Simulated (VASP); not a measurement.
# AlRu (Pm-3m) in VASP: notebook, part 2 of 2

VASP 6.6.1.

**3. Single point, PBEsol**

The input, INCAR:

```
PREC     = Accurate       # precision mode
ENCUT    = 500            # plane-wave cutoff, eV
EDIFF    = 1E-6           # SCF threshold, eV
ISMEAR   = -1             # smearing method
SIGMA    = 0.1            # smearing width, eV
LREAL    = F              # projectors in reciprocal space
LASPH    = T              # aspherical terms in the spheres
NELM     = 120            # most SCF steps
ALGO     = Normal         # electronic algorithm
ISIF     = 2              # what is computed and relaxed
LWAVE    = F              # write WAVECAR
LCHARG   = T              # write CHGCAR
GGA      = PS             # functional
LELF     = T              # ELF
LVHAR    = T            
NBANDS   = 16             # bands
GGA_COMPAT= F
```

The input, KPOINTS:

```
Automatic mesh
0
Gamma
  4 4 4
```

The input, POSCAR:

```
AlRu
1.0
    2.9916000000      0.0000000000      0.0000000000
    0.0000000000      2.9916000000      0.0000000000
    0.0000000000      0.0000000000      2.9916000000
Al Ru
1 1
Direct
    0.0000000000      0.0000000000      0.0000000000
    0.5000000000      0.5000000000      0.5000000000
```

Potentials or basis: VASP PAW PBE potentials, release 64 (Al, Ru_pv).

The run is started by

```console
$ cat potpaw_PBE.64/Al/POTCAR potpaw_PBE.64/Ru_pv/POTCAR > POTCAR
$ mpirun -np 1 vasp_std > vasp.out
```

OUTCAR:

```text
PREC = Accurate
   ENCUT = 500
   EDIFF = 1E-6
   ISMEAR = -1
   LREAL = F
   LASPH = T
   NELM = 120
   ISIF = 2
   GGA = PS

 ion  position               nearest neighbor table
   1  0.000  0.000  0.000-   2 2.59   2 2.59   2 2.59   2 2.59   2 2.59   2 2.59   2 2.59   2 2.59

   2  0.500  0.500  0.500-   1 2.59   1 2.59   1 2.59   1 2.59   1 2.59   1 2.59   1 2.59   1 2.59

  LATTYP: Found a simple cubic cell.
 ALAT       =     2.9916000000

  Lattice vectors:

 A1 = (   2.9916000000,   0.0000000000,   0.0000000000)
 A2 = (   0.0000000000,   2.9916000000,   0.0000000000)
 A3 = (   0.0000000000,   0.0000000000,   2.9916000000)

Analysis of symmetry for initial positions (statically):
=====================================================================
 Subroutine PRICEL returns:
 Original cell was already a primitive cell.

 Routine SETGRP: Setting up the symmetry group for a
 simple cubic supercell.

 Subroutine GETGRP returns: Found 48 space group operations
 (whereof 48 operations were pure point group operations)
 out of a pool of 48 trial point group operations.

The static configuration has the point symmetry O_h .

Analysis of symmetry for dynamics (positions and initial velocities):
=====================================================================
 Subroutine PRICEL returns:
 Original cell was already a primitive cell.

 Routine SETGRP: Setting up the symmetry group for a
 simple cubic supercell.

 Subroutine GETGRP returns: Found 48 space group operations
 (whereof 48 operations were pure point group operations)
 out of a pool of 48 trial point group operations.

The dynamic configuration has the point symmetry O_h .

 Subroutine INISYM returns: Found 48 space group operations
 (whereof 48 operations are pure point group operations),
 and found     1 'primitive' translations

----------------------------------------------------------------------------------------

                                     Primitive cell

  volume of cell :      26.7738

  direct lattice vectors                    reciprocal lattice vectors
     2.991600000  0.000000000  0.000000000     0.334269287  0.000000000  0.000000000
     0.000000000  2.991600000  0.000000000     0.000000000  0.334269287  0.000000000
     0.000000000  0.000000000  2.991600000     0.000000000  0.000000000  0.334269287

  length of vectors
     2.991600000  2.991600000  2.991600000     0.334269287  0.334269287  0.334269287

  position of ions in fractional coordinates (direct lattice)
     0.000000000  0.000000000  0.000000000
     0.500000000  0.500000000  0.500000000

  ion indices of the primitive-cell ions
   primitive index   ion index
                 1           1
                 2           2

----------------------------------------------------------------------------------------

 KPOINTS: Automatic mesh

Automatic generation of k-mesh.
 Grid dimensions read from file:
 generate k-points for:    4    4    4

 Generating k-lattice:

  Cartesian coordinates                     Fractional coordinates (reciprocal lattice)
     0.083567322  0.000000000  0.000000000     0.250000000  0.000000000  0.000000000
     0.000000000  0.083567322  0.000000000     0.000000000  0.250000000  0.000000000
     0.000000000  0.000000000  0.083567322     0.000000000  0.000000000  0.250000000

  Length of vectors
     0.083567322  0.083567322  0.083567322

  Shift w.r.t. Gamma in fractional coordinates (k-lattice)
     0.000000000  0.000000000  0.000000000

 Subroutine IBZKPT returns following result:
 ===========================================

 Found     10 irreducible k-points:

 Following reciprocal coordinates:
            Coordinates               Weight
  0.000000  0.000000  0.000000      1.000000
  0.250000  0.000000  0.000000      6.000000
  0.500000  0.000000  0.000000      3.000000
  0.250000  0.250000  0.000000     12.000000
  0.500000  0.250000  0.000000     12.000000
  0.500000  0.500000  0.000000      3.000000
  0.250000  0.250000  0.250000      8.000000
  0.500000  0.250000  0.250000     12.000000
  0.500000  0.500000  0.250000      6.000000
  0.500000  0.500000  0.500000      1.000000
   k-points           NKPTS =     10   k-points in BZ     NKDIM =     10   number of bands    NBANDS=     16
   number of dos      NEDOS =    301   number of ions     NIONS =      2
   total plane-waves  NPLWV =  13824
   dimension x,y,z NGX =    24 NGY =   24 NGZ =   24
   dimension x,y,z NGXF=    48 NGYF=   48 NGZF=   48
   ions per type =               1   1
   NGX,Y,Z   is equivalent  to a cutoff of  13.34, 13.34, 13.34 a.u.
   NGXF,Y,Z  is equivalent  to a cutoff of  26.67, 26.67, 26.67 a.u.
 SYSTEM =  unknown system
   PREC   = accura    normal or accurate (medium, high low for compatibility)
   ISTART =      0    job   : 0-new  1-cont  2-samecut
   ICHARG =      2    charge: 1-file 2-atom 10-const
   ISPIN  =      1    spin polarized calculation?
   LNONCOLLINEAR =      F non collinear calculations
   LSORBIT =      F    spin-orbit coupling
   LASPH  =      T    aspherical Exc in radial PAW
   ENCUT  =  500.0 eV  36.75 Ry    6.06 a.u.   5.45  5.45  5.45*2*pi/ulx,y,z
   NELM   =    120;   NELMIN=  2; NELMDL= -5     # of ELM steps
   EDIFF  = 0.1E-05   stopping-criterion for ELM
   LREAL  =      F    real-space projection
   EDIFFG = 0.1E-04   stopping-criterion for IOM
   NSW    =      0    number of steps for IOM
   IBRION =     -1    ionic relax: 0-MD 1-quasi-New 2-CG
   NFREE  =      0    steps in history (QN), initial steepest desc. (CG)
   ISIF   =      2    stress and relaxation
   ISYM   =      2    0-nonsym 1-usesym 2-fastsym
   POTIM  = 0.5000    time-step for ionic-motion
   TEBEG  =    0.0;   TEEND  =   0.0 temperature during run
   PSTRESS=    0.0 pullay stress
   NELECT =      17.0000    total number of electrons
   NUPDOWN=      -1.0000    fix difference up-down
   EMIN   =  10.00;   EMAX   =-10.00  energy-range for DOS
   EFERMI =   0.00;   METHOD = LEGACY
   ISMEAR =    -1;   SIGMA  =   0.10  broadening in eV -4-tet -1-fermi 0-gaus
   EFERMI_NEDOS =   21; number of points for ismear=-14 and -15
   IALGO  =     38    algorithm
   IMIX   =      4    mixing-type and parameters
     AMIX     =   0.40;   BMIX     =  1.00
     AMIX_MAG =   1.60;   BMIX_MAG =  1.00
  volume/ion in A,a.u.               =      13.39        90.34
  Fermi-wavevector in a.u.,A,eV,Ry     =   1.407087  2.659009 26.938090  1.979894
  Thomas-Fermi vector in A             =   2.529382
   LORBIT       =      0    0 simple, 1 ext, 2 COOP (PROOUT), +10 PAW based schemes
   GGA     = PS    functional components
   LHFCALC =     F    Hartree Fock is set to
   AEXX    =    0.0000 exact exchange contribution
   IVDW    =     0    specifies the selected vdW correction
   LEPSILON=     F    determine dielectric tensor
   LRPA    =     F    only Hartree local field effects (RPA)
 non-spin polarized calculation
  energy-cutoff  :      500.00
  volume of cell :       26.77
 maximum number of plane-waves:       691
 NGX is ok and might be reduce to    24
   NGX = 11   NGY = 11   NGZ = 11

 number of electron      16.9999995 magnetization

 Free energy of the ion-electron system (eV)
  ---------------------------------------------------
  ext. energy  EPLUGINS =         0.00000000
  ---------------------------------------------------
  free energy    TOTEN  =       -15.78937415 eV

  energy without entropy =      -15.76166227  energy(sigma->0) =      -15.77551821

 E-fermi :  10.9930     XC(G=0): -12.6829

 val. band max:       10.9657597835   @ k =   0.2500   0.0000   0.0000
 cond. band min:      11.0962483449   @ k =   0.5000   0.0000   0.0000
 fundamental gap:      0.1304885614
 Fermi energy:        10.9930456528

 k-point     1 :       0.0000    0.0000    0.0000
  band No.  band energies     occupation
      1     -31.0495      2.00000
      2     -31.0495      2.00000
      3     -31.0495      2.00000
      4       0.9089      2.00000
      5       7.0356      2.00000
      6       7.0356      2.00000
[... 8 lines left out ...]
     15      22.6887      0.00000
     16      25.6722      0.00000
[... 153 lines left out ...]
 k-point    10 :       0.5000    0.5000    0.5000
  band No.  band energies     occupation
      1     -31.2109      2.00000
      2     -31.2109      2.00000
      3     -31.2109      2.00000
      4       5.9881      2.00000
      5       5.9881      2.00000
      6       5.9881      2.00000
[... 8 lines left out ...]
     15      19.1970      0.00000
     16      22.3857      0.00000

------------------------ aborting loop because EDIFF is reached ----------------------------------------

  FORCE on cell =-STRESS in cart. coord.  units (eV):
  Direction    XX          YY          ZZ          XY          YZ          ZX
  --------------------------------------------------------------------------------------
  -------------------------------------------------------------------------------------
  Total       -0.9014837     -0.9014837     -0.9014837     -0.0000000      0.0000000      0.0000000
  in kB      -53.9458280    -53.9458280    -53.9458280     -0.0000000      0.0000000      0.0000000
  external PRESSURE =     -53.9458280 kB  Pullay stress =       0.0000000 kB

 VOLUME and BASIS-vectors are now :
 -----------------------------------------------------------------------------
  energy-cutoff  :      500.00
  volume of cell :       26.77
      direct lattice vectors                 reciprocal lattice vectors
     2.991600000  0.000000000  0.000000000     0.334269287  0.000000000  0.000000000
     0.000000000  2.991600000  0.000000000     0.000000000  0.334269287  0.000000000
     0.000000000  0.000000000  2.991600000     0.000000000  0.000000000  0.334269287

 POSITION                                       TOTAL-FORCE (eV/Angst)
 -----------------------------------------------------------------------------------
      0.00000      0.00000      0.00000         0.000000      0.000000      0.000000
      1.49580      1.49580      1.49580         0.000000      0.000000      0.000000
 -----------------------------------------------------------------------------------
    total drift:                                0.000000     -0.000000     -0.000000

  FREE ENERGIE OF THE ION-ELECTRON SYSTEM (eV)
  ---------------------------------------------------
  free  energy   TOTEN  =       -15.7893741513 eV

  energy  without entropy=      -15.7616622702  energy(sigma->0) =      -15.77551821
```

Wall time 3.8 s (1 thread of Intel Xeon 6975P-C, shared host); peak memory 0.14 GiB.

What came out:

| Item | Value |
| --- | --- |
| Free energy | -15.7894 eV |
| Pressure | -5.4 GPa |

Levels at points of the mesh, in eV from the Fermi level:
```csv
k point,band 5,band 6,band 7,band 8,band 9,band 10,band 11,band 12,band 13,band 14
"(0.00, 0.00, 0.00)",-3.96,-3.96,-0.15,-0.15,-0.15,5.67,5.67,5.67,10.60,10.60
"(0.50, 0.00, 0.00)",-5.88,-3.15,-1.95,-1.95,0.10,1.93,7.04,10.60,10.60,11.71
"(0.50, 0.50, 0.00)",-3.46,-1.77,-1.77,-1.51,-1.51,1.18,4.91,5.91,10.19,11.70
"(0.50, 0.50, 0.50)",-5.00,-5.00,1.28,1.28,2.19,3.71,3.71,3.71,8.20,8.20
```

Caveat: the k points lie up to 0.53 Å⁻¹ apart; the PAW data sets were made with another functional, which shifts forces and pressure a little.
